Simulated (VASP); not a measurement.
# Tl (Im-3m) in VASP: notebook, part 2 of 2

VASP 6.6.1. The steps go on from the part before.

## (5) Single point, LDA (volume scaled by 1.04)

INCAR

```
SYSTEM = Tl
  PREC = Accurate
  ENCUT = 520
  EDIFF = 1E-7
  ISMEAR = -1
  SIGMA = 0.1
  LREAL = .FALSE.
  LASPH = .TRUE.
  NELM = 80
  ALGO = Normal
  ISIF = 2
  LWAVE = .FALSE.
  LCHARG = .FALSE.
  NBANDS = 12
```

KPOINTS

```
Automatic mesh
0
G
  13 13 13
  0 0 0
```

POSCAR

```
Tl
1.0
   -1.9211838565      1.9211838565      1.9211838565
    1.9211838565     -1.9211838565      1.9211838565
    1.9211838565      1.9211838565     -1.9211838565
Tl
1
Direct
    0.0000000000      0.0000000000      0.0000000000
```

Started as:

```bash
> cat potpaw_LDA.64/Tl_d/POTCAR > POTCAR
> mpirun -np 1 vasp_std > vasp.out
```

Run time: 11 s. Hardware: 1 thread of Intel Xeon 6975P-C (Granite Rapids), shared host; peak memory 0.15 GiB.

Results (log left out):

* Free energy: -2.9325 eV
* Pressure: -1.4 GPa

Levels at points of the mesh, in eV from the Fermi level:
```tsv
k point	band 2	band 3	band 4	band 5	band 6	band 7	band 8	band 9	band 10	band 11
(0.00, 0.00, 0.00)	-11.61	-11.61	-11.16	-11.16	-10.09	10.88	10.88	10.88	12.41	12.41
```

Caveat: spin-orbit coupling is left out, which moves the levels of the heavy elements.

## (6) Single point, LDA (volume scaled by 1.08)

INCAR

```
ALGO = Normal
EDIFF = 1E-6
ENCUT = 520
ISIF = 2
ISMEAR = -1
LASPH = True
LCHARG = False
LREAL = False
LWAVE = False
NBANDS = 12
NELM = 80
PREC = Accurate
SIGMA = 0.1
```

KPOINTS

```
k-points
0
Gamma
  13 13 13
```

POSCAR

```
Tl
1.0
   -1.9455052214      1.9455052214      1.9455052214
    1.9455052214     -1.9455052214      1.9455052214
    1.9455052214      1.9455052214     -1.9455052214
Tl
1
Direct
    0.0000000000      0.0000000000      0.0000000000
```

Potentials or basis: VASP PAW LDA potentials, release 64 (Tl_d).

Started as:

```bash
> cat potpaw_LDA.64/Tl_d/POTCAR > POTCAR
> mpirun -np 1 vasp_std > vasp.out
```

OUTCAR:

```text
EDIFF = 1E-6
   ENCUT = 520
   ISIF = 2
   ISMEAR = -1
   LASPH = True
   LREAL = False
   NELM = 80
   PREC = Accurate

 ion  position               nearest neighbor table
   1  0.000  0.000  0.000-

  LATTYP: Found a body centered cubic cell.
 ALAT       =     3.8910104428

  Lattice vectors:

 A1 = (  -1.9455052214,   1.9455052214,   1.9455052214)
 A2 = (   1.9455052214,  -1.9455052214,   1.9455052214)
 A3 = (   1.9455052214,   1.9455052214,  -1.9455052214)

Analysis of symmetry for initial positions (statically):
=====================================================================
 Subroutine PRICEL returns:
 Original cell was already a primitive cell.

 Routine SETGRP: Setting up the symmetry group for a
 body centered cubic supercell.

 Subroutine GETGRP returns: Found 48 space group operations
 (whereof 48 operations were pure point group operations)
 out of a pool of 48 trial point group operations.

The static configuration has the point symmetry O_h .

Analysis of symmetry for dynamics (positions and initial velocities):
=====================================================================
 Subroutine PRICEL returns:
 Original cell was already a primitive cell.

 Routine SETGRP: Setting up the symmetry group for a
 body centered cubic supercell.

 Subroutine GETGRP returns: Found 48 space group operations
 (whereof 48 operations were pure point group operations)
 out of a pool of 48 trial point group operations.

The dynamic configuration has the point symmetry O_h .

 Subroutine INISYM returns: Found 48 space group operations
 (whereof 48 operations are pure point group operations),
 and found     1 'primitive' translations

----------------------------------------------------------------------------------------

                                     Primitive cell

  volume of cell :      29.4549

  direct lattice vectors                    reciprocal lattice vectors
    -1.945505221  1.945505221  1.945505221     0.000000000  0.257002651  0.257002651
     1.945505221 -1.945505221  1.945505221     0.257002651  0.000000000  0.257002651
     1.945505221  1.945505221 -1.945505221     0.257002651  0.257002651  0.000000000

  length of vectors
     3.369713890  3.369713890  3.369713890     0.363456635  0.363456635  0.363456635

  position of ions in fractional coordinates (direct lattice)
     0.000000000  0.000000000  0.000000000

  ion indices of the primitive-cell ions
   primitive index   ion index
                 1           1

----------------------------------------------------------------------------------------

 KPOINTS: k-points

Automatic generation of k-mesh.
 Grid dimensions read from file:
 generate k-points for:   13   13   13

 Generating k-lattice:

  Cartesian coordinates                     Fractional coordinates (reciprocal lattice)
     0.000000000  0.019769435  0.019769435     0.076923077  0.000000000  0.000000000
     0.019769435  0.000000000  0.019769435     0.000000000  0.076923077  0.000000000
     0.019769435  0.019769435  0.000000000     0.000000000  0.000000000  0.076923077

  Length of vectors
     0.027958203  0.027958203  0.027958203

  Shift w.r.t. Gamma in fractional coordinates (k-lattice)
     0.000000000  0.000000000  0.000000000

 Subroutine IBZKPT returns following result:
 ===========================================

 Found     84 irreducible k-points:

 Following reciprocal coordinates:
            Coordinates               Weight
  0.000000  0.000000  0.000000      1.000000
  0.076923  0.000000  0.000000     12.000000
  0.153846  0.000000  0.000000     12.000000
  0.230769  0.000000  0.000000     12.000000
  0.307692  0.000000  0.000000     12.000000
  0.384615  0.000000  0.000000     12.000000
[... 16 lines left out ...]
  0.153846  0.076923  0.076923     24.000000
  0.230769  0.076923  0.076923     24.000000
 [... further k-points ...]
   k-points           NKPTS =     84   k-points in BZ     NKDIM =     84   number of bands    NBANDS=     12
   number of dos      NEDOS =    301   number of ions     NIONS =      1
   total plane-waves  NPLWV =  21952
   dimension x,y,z NGX =    28 NGY =   28 NGZ =   28
   dimension x,y,z NGXF=    56 NGYF=   56 NGZF=   56
   ions per type =               1
   NGX,Y,Z   is equivalent  to a cutoff of  13.81, 13.81, 13.81 a.u.
   NGXF,Y,Z  is equivalent  to a cutoff of  27.63, 27.63, 27.63 a.u.
 SYSTEM =  unknown system
   PREC   = accura    normal or accurate (medium, high low for compatibility)
   ISTART =      0    job   : 0-new  1-cont  2-samecut
   ICHARG =      2    charge: 1-file 2-atom 10-const
   ISPIN  =      1    spin polarized calculation?
   LNONCOLLINEAR =      F non collinear calculations
   LSORBIT =      F    spin-orbit coupling
   LASPH  =      T    aspherical Exc in radial PAW
   ENCUT  =  520.0 eV  38.22 Ry    6.18 a.u.   6.27  6.27  6.27*2*pi/ulx,y,z
   NELM   =     80;   NELMIN=  2; NELMDL= -5     # of ELM steps
   EDIFF  = 0.1E-05   stopping-criterion for ELM
   LREAL  =      F    real-space projection
   EDIFFG = 0.1E-04   stopping-criterion for IOM
   NSW    =      0    number of steps for IOM
   IBRION =     -1    ionic relax: 0-MD 1-quasi-New 2-CG
   NFREE  =      0    steps in history (QN), initial steepest desc. (CG)
   ISIF   =      2    stress and relaxation
   ISYM   =      2    0-nonsym 1-usesym 2-fastsym
   POTIM  = 0.5000    time-step for ionic-motion
   TEBEG  =    0.0;   TEEND  =   0.0 temperature during run
   PSTRESS=    0.0 pullay stress
   NELECT =      13.0000    total number of electrons
   NUPDOWN=      -1.0000    fix difference up-down
   EMIN   =  10.00;   EMAX   =-10.00  energy-range for DOS
   EFERMI =   0.00;   METHOD = LEGACY
   ISMEAR =    -1;   SIGMA  =   0.10  broadening in eV -4-tet -1-fermi 0-gaus
   EFERMI_NEDOS =   21; number of points for ismear=-14 and -15
   IALGO  =     38    algorithm
   IMIX   =      4    mixing-type and parameters
     AMIX     =   0.40;   BMIX     =  1.00
     AMIX_MAG =   1.60;   BMIX_MAG =  1.00
  volume/ion in A,a.u.               =      29.45       198.77
  Fermi-wavevector in a.u.,A,eV,Ry     =   1.246437  2.355424 21.138071  1.553604
  Thomas-Fermi vector in A             =   2.380614
   LORBIT       =      0    0 simple, 1 ext, 2 COOP (PROOUT), +10 PAW based schemes
   GGA     = CA    functional components
   LHFCALC =     F    Hartree Fock is set to
   AEXX    =    0.0000 exact exchange contribution
   IVDW    =     0    specifies the selected vdW correction
   LEPSILON=     F    determine dielectric tensor
   LRPA    =     F    only Hartree local field effects (RPA)
 non-spin polarized calculation
  energy-cutoff  :      520.00
  volume of cell :       29.45
 maximum number of plane-waves:       806
 NGX is ok and might be reduce to    28
   NGX = 13   NGY = 13   NGZ = 13

 number of electron      13.0000003 magnetization

 Free energy of the ion-electron system (eV)
  ---------------------------------------------------
  ext. energy  EPLUGINS =         0.00000000
  ---------------------------------------------------
  free energy    TOTEN  =        -2.91921488 eV

  energy without entropy =       -2.90153098  energy(sigma->0) =       -2.91037293

 E-fermi :   5.9535     XC(G=0): -10.3606

 val. band max:        5.9398403050   @ k =  -0.3077   0.4615   0.0769
 cond. band min:       5.9615639079   @ k =   0.2308   0.2308   0.2308
 fundamental gap:      0.0217236029
 Fermi energy:         5.9534570940

 k-point     1 :       0.0000    0.0000    0.0000
  band No.  band energies     occupation
      1      -5.6022      2.00000
      2      -5.6022      2.00000
      3      -5.6022      2.00000
      4      -5.1927      2.00000
      5      -5.1927      2.00000
      6      -3.8860      2.00000
      7      16.4269      0.00000
      8      16.4269      0.00000
      9      16.4269      0.00000
     10      18.2660      0.00000
     11      18.2660      0.00000
     12      18.2660      0.00000

 k-point     2 :       0.0769    0.0000    0.0000
  band No.  band energies     occupation
      1      -5.6122      2.00000
      2      -5.5949      2.00000
      3      -5.5664      2.00000
      4      -5.2036      2.00000
      5      -5.1928      2.00000
      6      -3.7552      2.00000
      7      15.0844      0.00000
      8      15.9521      0.00000
      9      16.1544      0.00000
     10      17.7669      0.00000
     11      18.1440      0.00000
     12      18.2225      0.00000
[... 316 lines left out ...]
 k-point    24 :       0.2308    0.0769    0.0769
  band No.  band energies     occupation
      1      -5.7031      2.00000
      2      -5.6308      2.00000
      3      -5.2416      2.00000
      4      -5.1969      2.00000
      5      -5.1837      2.00000
      6      -1.4505      2.00000
      7       7.5802      0.00000
      8      11.2015      0.00000
      9      12.3339      0.00000
     10      18.4575      0.00000
     11      19.0417      0.00000
     12      20.4812      0.00000

 [... further k-points ...]
[... 5 lines left out ...]
  --------------------------------------------------------------------------------------
  -------------------------------------------------------------------------------------
  Total       -0.4738567     -0.4738567     -0.4738567      0.0000000      0.0000000     -0.0000000
  in kB      -25.7751013    -25.7751013    -25.7751013      0.0000000      0.0000000     -0.0000000
  external PRESSURE =     -25.7751013 kB  Pullay stress =       0.0000000 kB

 VOLUME and BASIS-vectors are now :
 -----------------------------------------------------------------------------
  energy-cutoff  :      520.00
  volume of cell :       29.45
      direct lattice vectors                 reciprocal lattice vectors
    -1.945505221  1.945505221  1.945505221     0.000000000  0.257002651  0.257002651
     1.945505221 -1.945505221  1.945505221     0.257002651  0.000000000  0.257002651
     1.945505221  1.945505221 -1.945505221     0.257002651  0.257002651  0.000000000

 POSITION                                       TOTAL-FORCE (eV/Angst)
 -----------------------------------------------------------------------------------
      0.00000      0.00000      0.00000         0.000000     -0.000000      0.000000
 -----------------------------------------------------------------------------------
    total drift:                               -0.000000     -0.000000     -0.000000

  FREE ENERGIE OF THE ION-ELECTRON SYSTEM (eV)
  ---------------------------------------------------
  free  energy   TOTEN  =        -2.9192148838 eV

  energy  without entropy=       -2.9015309822  energy(sigma->0) =       -2.91037293
```

Wall time 9.1 s (1 thread of Intel Xeon 6975P-C (Granite Rapids), shared host); peak memory 0.15 GiB.

What came out:

```yaml
Free_energy: -2.9192 eV
Pressure: -2.6 GPa
```

Caveat: spin-orbit coupling is left out, which moves the levels of the heavy elements.

## (7) Summary

```csv
cell,k mesh,gap on the mesh (eV),pressure (GPa)
"a = 3.284 Å, angles 109.5°, 1 atom",12 × 12 × 12,none,0.1
"a = 3.240 Å, angles 109.5°, 1 atom",13 × 13 × 13,none,2.1
"a = 3.284 Å, angles 109.5°, 1 atom",13 × 13 × 13,none,0.1
"a = 3.328 Å, angles 109.5°, 1 atom",13 × 13 × 13,none,-1.4
"a = 3.370 Å, angles 109.5°, 1 atom",13 × 13 × 13,none,-2.6
```

Alike in all rows: task single point; level LDA; potentials or basis VASP PAW LDA potentials, release 64 (Tl_d); no spin polarisation; cutoff (eV) 520; smearing fermi-dirac 0.1 eV.

Caveats: spin-orbit coupling is left out, which moves the levels of the heavy elements.

Total energies depend on the potentials used, so only differences within one code and one set of settings carry meaning.
